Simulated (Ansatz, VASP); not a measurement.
## Two plane-wave programs on MgH2

INCAR

```
SYSTEM = MgH2
  ALGO = Normal
  EDIFF = 1E-7
  EDIFFG = -0.01
  ENCUT = 600
  GGA = PE
  IBRION = 2
  ISIF = 3
  ISMEAR = 0
  LASPH = .True.
  LCHARG = .False.
  LREAL = .False.
  LWAVE = .False.
  NELM = 100
  NSW = 100
  PREC = Accurate
  SIGMA = 0.02
```

The input KPOINTS:

```
k-points
0
Gamma
  6 6 8
  0 0 0
```

Contents of POSCAR:

```
MgH2
1.0
    4.5132730145      0.0000000000      0.0000000000
    0.0000000000      4.5132730145      0.0000000000
    0.0000000000      0.0000000000      3.0146103549
Mg H
2 4
Direct
    0.5000000000      0.5000000000      0.5000000000
    0.0000000000      0.0000000000      0.0000000000
    0.6956115929      0.6956115929      0.0000000000
    0.8043884071      0.1956115929      0.5000000000
    0.3043884071      0.3043884071      0.0000000000
    0.1956115929      0.8043884071      0.5000000000
```

Input for Ansatz:

```yaml
crystal:
  lattice:
    - [4.5132730145, 0.0, 0.0]
    - [0.0, 4.5132730145, 0.0]
    - [0.0, 0.0, 3.0146103549]
  atoms:
    - { symbol: Mg, position: [0.5, 0.5, 0.5] }
    - { symbol: Mg, position: [0.0, 0.0, 0.0] }
    - { symbol: H, position: [0.6956115929, 0.6956115929, 0.0] }
    - { symbol: H, position: [0.8043884071, 0.1956115929, 0.5] }
    - { symbol: H, position: [0.3043884071, 0.3043884071, 0.0] }
    - { symbol: H, position: [0.1956115929, 0.8043884071, 0.5] }
basis:
  ecutwfc: 420
kpoints:
  mp_grid: { grid: [6, 6, 8] }
hamiltonian:
  xc: pbe
scf:
  occupations: { method: gaussian, width: 0.02 }
output:
  forces: true
  stress: true
  eigenvalues: true
  write_density: true
  write_potential: true
  elf: true
  volumetric_format: npy
relax:
  adjacent_minimum: "off"
  f_tol: 0.01
  max_steps: 80
  cell: { stress_tol: 0.05 }
```

Alike in both runs: task relaxation of cell and atoms; functional PBE; k mesh 6 × 6 × 8; occupations gaussian, width 0.02 eV; no spin polarisation.

```csv
,VASP,Ansatz
version,VASP 6.6.1,Ansatz 0.2.0
potentials or method,"VASP PAW PBE potentials, release 64 (Mg, H), cutoff 600 eV","scalar-relativistic, plane waves, PAW"
valence electrons in the cell,8,24
```

```tsv
	VASP	Ansatz	Ansatz less VASP
gap on the k mesh at the Fermi level, each at its own relaxed structure (eV)	3.80	3.81	+0.009
relaxed volume (Å³/atom)	10.22	10.25	+0.026
relaxed cell length with the largest relative difference (Å)	4.512	4.517	+0.0051
```

VASP's potentials hold 8 valence electrons a cell and Ansatz's 24, so a difference there can come from the potentials and not from the codes.
